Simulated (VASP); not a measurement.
# ScIr (Pm-3m) in VASP: a series of runs, part 2 of 2

VASP 6.6.1. The steps go on from the part before.

**3. Single point, LDA**

This run uses another cell than the first one, of 15.80 Å³/atom, 1.038 times its volume.

Contents of INCAR:

```
SYSTEM = ScIr
ALGO = Normal ; EDIFF = 1E-6
ENCUT = 500 ; GGA_COMPAT = .FALSE.
ISIF = 2 ; ISMEAR = -1
LASPH = .TRUE. ; LCHARG = .TRUE.
LELF = .TRUE. ; LREAL = .FALSE.
LVHAR = .TRUE. ; LWAVE = .FALSE.
NBANDS = 17 ; NELM = 120
PREC = Accurate ; SIGMA = 0.1
```

Contents of KPOINTS:

```
k-points
0
G
  9 9 9
  0 0 0
```

Contents of POSCAR:

```
ScIr
1.0
    3.1618359397      0.0000000000      0.0000000000
    0.0000000000      3.1618359397      0.0000000000
    0.0000000000      0.0000000000      3.1618359397
Sc Ir
1 1
Direct
    0.5000000000      0.5000000000      0.5000000000
    0.0000000000      0.0000000000      0.0000000000
```

Potentials or basis: VASP PAW LDA potentials, release 64 (Sc_sv, Ir).

Started as:

```console
cat potpaw_LDA.64/Sc_sv/POTCAR potpaw_LDA.64/Ir/POTCAR > POTCAR
mpirun -np 1 vasp_std > vasp.out
```

It used 27 s of CPU time on 1 thread of Intel Xeon 8259CL, with other jobs on the host.

The run converged. Its results:

* Free energy: -19.2063 eV
* Pressure: 1.0 GPa
* Band gap on the k mesh: 0.31 eV, indirect (least direct gap 1.33 eV)

Levels at points of the mesh, in eV from the valence-band top:
```csv
k point,band 8,band 9,band 10,band 11,band 12,band 13
"(0.00, 0.00, 0.00)",-1.72,-1.72,-1.72,2.49,2.49,4.72
```

Caveat: spin-orbit coupling is left out, which moves the levels of the heavy elements. A k mesh can miss the band edges.

**4. Single point, LDA**

This run uses another cell than the first one, of 15.65 Å³/atom, 1.028 times its volume.

Contents of INCAR:

```
PREC = Accurate
ENCUT = 500
EDIFF = 1E-6
ISMEAR = -1
SIGMA = 0.1
LREAL = False
LASPH = True
NELM = 120
ALGO = Normal
ISIF = 2
LWAVE = False
LCHARG = False
NBANDS = 17
GGA_COMPAT = False
```

Contents of KPOINTS:

```
regular mesh
0
Gamma
  9 9 9
```

Contents of POSCAR:

```
ScIr
1.0
    3.1512918436      0.0000000000      0.0000000000
    0.0000000000      3.1512918436      0.0000000000
    0.0000000000      0.0000000000      3.1512918436
Sc Ir
1 1
Direct
    0.5000000000      0.5000000000      0.5000000000
    0.0000000000      0.0000000000      0.0000000000
```

Started as:

```console
cat potpaw_LDA.64/Sc_sv/POTCAR potpaw_LDA.64/Ir/POTCAR > POTCAR
mpirun -np 1 vasp_std > vasp.out
```

Run time: 41 s. Hardware: 1 thread of Intel Xeon 8259CL, shared host; peak memory 0.14 GiB.

Results (log left out):

```
Free energy            : -19.2021 eV
Pressure               : 3.1 GPa
Band gap on the k mesh : 0.27 eV, indirect (least direct gap 1.34 eV)
```

Levels at points of the mesh, in eV from the valence-band top:
| k point | band 8 | band 9 | band 10 | band 11 | band 12 | band 13 |
| --- | --- | --- | --- | --- | --- | --- |
| (0.00, 0.00, 0.00) | -1.75 | -1.75 | -1.75 | 2.50 | 2.50 | 4.76 |

Caveat: spin-orbit coupling is left out, which moves the levels of the heavy elements.

**5. Relaxation of cell and atoms, LDA**

This run uses another cell than the first one, of 16.48 Å³/atom, 1.083 times its volume.

Contents of INCAR:

```
SYSTEM = ScIr
PREC     = Accurate       ! precision mode
ENCUT    = 500            ! plane-wave cutoff, eV
EDIFF    = 1E-7           ! SCF threshold, eV
ISMEAR   = -1             ! smearing method
SIGMA    = 0.1            ! smearing width, eV
LREAL    = .FALSE.        ! projectors in reciprocal space
LASPH    = .TRUE.         ! aspherical terms in the spheres
NELM     = 120            ! most SCF steps
ALGO     = Normal         ! electronic algorithm
ISIF     = 3              ! what is computed and relaxed
LWAVE    = .FALSE.        ! write WAVECAR
LCHARG   = .FALSE.        ! write CHGCAR
IBRION   = 2              ! ionic algorithm
NSW      = 50             ! ionic steps
EDIFFG   = -0.02          ! ionic threshold
GGA_COMPAT= .FALSE.      
NELMIN   = 4
```

Contents of KPOINTS:

```
Automatic mesh
0
G
  9 9 9
  0 0 0
```

Contents of POSCAR:

```
ScIr
1.0
    3.2060000000      0.0000000000      0.0000000000
    0.0000000000      3.2060000000      0.0000000000
    0.0000000000      0.0000000000      3.2060000000
Sc Ir
1 1
Direct
    0.5000000000      0.5000000000      0.5000000000
    0.0000000000      0.0000000000      0.0000000000
```

Potentials or basis: VASP PAW LDA potentials, release 64 (Sc_sv, Ir).

Started as:

```console
cat potpaw_LDA.64/Sc_sv/POTCAR potpaw_LDA.64/Ir/POTCAR > POTCAR
mpirun -np 1 vasp_std > vasp.out
```

OUTCAR:

```text
SYSTEM = ScIr
   PREC = Accurate
   ENCUT = 500
   EDIFF = 1E-7
   ISMEAR = -1
   LREAL = .FALSE.
   LASPH = .TRUE.
   NELM = 120
   ISIF = 3
   IBRION = 2
   NSW = 50
   EDIFFG = -0.02
   NELMIN = 4

 ion  position               nearest neighbor table
   1  0.500  0.500  0.500-   2 2.78   2 2.78   2 2.78   2 2.78   2 2.78   2 2.78   2 2.78   2 2.78

   2  0.000  0.000  0.000-   1 2.78   1 2.78   1 2.78   1 2.78   1 2.78   1 2.78   1 2.78   1 2.78

  LATTYP: Found a simple cubic cell.
 ALAT       =     3.2060000000

  Lattice vectors:

 A1 = (   3.2060000000,   0.0000000000,   0.0000000000)
 A2 = (   0.0000000000,   3.2060000000,   0.0000000000)
 A3 = (   0.0000000000,   0.0000000000,   3.2060000000)

Analysis of symmetry for initial positions (statically):
=====================================================================
 Subroutine PRICEL returns:
 Original cell was already a primitive cell.

 Routine SETGRP: Setting up the symmetry group for a
 simple cubic supercell.

 Subroutine GETGRP returns: Found 48 space group operations
 (whereof 48 operations were pure point group operations)
 out of a pool of 48 trial point group operations.

The static configuration has the point symmetry O_h .

[... 170 lines left out ...]
  in kB      -65.8715593    -65.8715593    -65.8715593     -0.0000000     -0.0000000      0.0000000
  external PRESSURE =     -65.8715593 kB  Pullay stress =       0.0000000 kB
[... 59 lines left out ...]
--------------------------------------- Ionic step        3  -------------------------------------------

 number of electron      20.0000006 magnetization

 Free energy of the ion-electron system (eV)
  ---------------------------------------------------
  ext. energy  EPLUGINS =         0.00000000
  ---------------------------------------------------
  free energy    TOTEN  =       -19.20758559 eV

  energy without entropy =      -19.20023810  energy(sigma->0) =      -19.20391185

 E-fermi :   7.4831     XC(G=0): -12.7868

 val. band max:        7.3310775003   @ k =   0.4444   0.4444   0.0000
 cond. band min:       7.6563201837   @ k =   0.4444   0.0000   0.0000
 fundamental gap:      0.3252426835
 Fermi energy:         7.4831105080

 k-point     1 :       0.0000    0.0000    0.0000
  band No.  band energies     occupation
      1     -40.9797      2.00000
      2     -19.8508      2.00000
      3     -19.8508      2.00000
      4     -19.8508      2.00000
      5      -0.5540      2.00000
      6       2.3450      2.00000
      7       2.3450      2.00000
      8       5.6311      2.00000
      9       5.6311      2.00000
     10       5.6311      2.00000
     11       9.8136      0.00000
     12       9.8136      0.00000
     13      12.0237      0.00000
     14      12.0237      0.00000
[... 377 lines left out ...]
      1     -40.9171      2.00000
      2     -20.1396      2.00000
      3     -20.0589      2.00000
      4     -19.8473      2.00000
      5       2.4592      2.00000
      6       2.9450      2.00000
      7       4.3182      2.00000
      8       4.4817      2.00000
      9       5.3642      2.00000
     10       6.7093      1.99913
     11       8.2628      0.00082
     12       9.4223      0.00000
     13       9.9682      0.00000
     14      11.7518      0.00000

 [... further k-points ...]
[... 5 lines left out ...]
  --------------------------------------------------------------------------------------
  -------------------------------------------------------------------------------------
  Total       -0.0289407     -0.0289407     -0.0289407      0.0000000      0.0000000      0.0000000
  in kB       -1.4582418     -1.4582418     -1.4582418      0.0000000      0.0000000      0.0000000
  external PRESSURE =      -1.4582418 kB  Pullay stress =       0.0000000 kB
[... 17 lines left out ...]
  FREE ENERGIE OF THE ION-ELECTRON SYSTEM (eV)
  ---------------------------------------------------
  free  energy   TOTEN  =       -19.2075855947 eV

  energy  without entropy=      -19.2002380973  energy(sigma->0) =      -19.20391185

 reached required accuracy - stopping structural energy minimisation
```

OSZICAR:

```text
N       E                     dE             d eps       ncg     rms          rms(c)
DAV:   1     0.221029761599E+03    0.22103E+03   -0.98556E+03  1004   0.153E+03
DAV:   2    -0.455478606515E+01   -0.22558E+03   -0.22100E+03  1010   0.489E+02
[... 27 lines left out ...]
DAV:   4    -0.192070361135E+02    0.40770E-01   -0.20321E-01  1152   0.455E+00    0.637E-01
DAV:   5    -0.192076290734E+02   -0.59296E-03   -0.14547E-02  1594   0.146E+00    0.367E-01
DAV:   6    -0.192075910179E+02    0.38055E-04   -0.63917E-04  1436   0.296E-01    0.142E-01
DAV:   7    -0.192075880013E+02    0.30166E-05   -0.26855E-04  1658   0.242E-01    0.605E-02
DAV:   8    -0.192075855640E+02    0.24373E-05   -0.19278E-05  1344   0.435E-02    0.331E-03
DAV:   9    -0.192075855947E+02   -0.30762E-07   -0.73058E-07  1222   0.102E-02
   3 F= -.19207586E+02 E0= -.19203912E+02  d E =-.249939E-01
```

It took 98 s on 1 thread of Intel Xeon 8259CL, shared host; peak memory 0.15 GiB.

What came out:

```yaml
Free_energy: -19.2076 eV
Relaxed_volume: 15.90 Å³/atom
Relaxed_cell: a = 3.168 Å, b = 3.168 Å, c = 3.168 Å, α = 90.00°, β = 90.00°, γ = 90.00°
Space_group_after_relaxing_to_0.05_Å: Pm-3m (No. 221)
Energy_gained_by_relaxing: 12.5 meV/atom
Ionic_steps: 3
Pressure_after_relaxing: -0.1 GPa
Band_gap_on_the_k_mesh: 0.33 eV, indirect (least direct gap 1.32 eV)
```

Step by step:
| step | energy change (eV) | largest force (eV/Å) | pressure (GPa) | volume (Å³) |
| --- | --- | --- | --- | --- |
| 1 | 0.0000 | 0.0000 | -6.59 | 32.95 |
| 2 | 0.0567 | 0.0000 | 14.21 | 29.83 |
| 3 | -0.0250 | 0.0000 | -0.15 | 31.80 |

Final structure:
```
Sc Ir
1.0
     3.16808    0.00000    0.00000
     0.00000    3.16808    0.00000
     0.00000    0.00000    3.16808
Sc Ir
1 1
Direct
  0.50000 0.50000 0.50000
  0.00000 0.00000 0.00000
```

Levels at points of the mesh, in eV from the valence-band top:
| k point | band 7 | band 8 | band 9 | band 10 | band 11 | band 12 | band 13 | band 14 |
| --- | --- | --- | --- | --- | --- | --- | --- | --- |
| (0.00, 0.00, 0.00) | -4.99 | -1.70 | -1.70 | -1.70 | 2.48 | 2.48 | 4.69 | 4.69 |

Caveat: spin-orbit coupling is left out, which moves the levels of the heavy elements.

**6. Summary**

```tsv
task	cell	gap on the mesh (eV)	pressure (GPa)
single point	a = 3.122 Å, 2 atoms	0.18	9.2
single point	a = 3.162 Å, 2 atoms	0.31	1.0
single point	a = 3.151 Å, 2 atoms	0.27	3.1
relaxation of cell and atoms	relaxed from a = 3.206 Å, 2 atoms	0.33	-0.1
```

Alike in all rows: level LDA; potentials or basis VASP PAW LDA potentials, release 64 (Sc_sv, Ir); no spin polarisation; k mesh 9 × 9 × 9; cutoff (eV) 500; smearing fermi-dirac 0.1 eV.

Caveats: spin-orbit coupling is left out, which moves the levels of the heavy elements.

Absolute energies hang on the potentials; compare differences alone.
